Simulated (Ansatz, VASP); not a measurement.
**One calculation of La, two programs**

```
La
1.0
     3.80769    0.00000    0.00000
    -1.90384    3.29755    0.00000
     0.00000    0.00000    6.09952
La
2
Direct
  0.33333 0.66667 0.25000
  0.66667 0.33333 0.75000
```

Alike in both runs: task single point; functional RPBE; k mesh 11 × 11 × 6; occupations fermi-dirac, width 0.1 eV; no spin polarisation.

|  | VASP | Ansatz |
| --- | --- | --- |
| version | VASP 6.6.1 | Ansatz 0.2.0 |
| potentials or method | VASP PAW PBE potentials, release 64 (La), cutoff 520 eV | plane waves (420 eV) with PAW, scalar-relativistic |
| valence electrons in the cell | 22 | 22 |

|  | VASP | Ansatz | Ansatz less VASP |
| --- | --- | --- | --- |
| pressure (GPa) | 1.0 | 1.0 | -0.06 |

VASP's potentials were made for PBE, not for RPBE.

Neither program's run includes spin-orbit coupling.
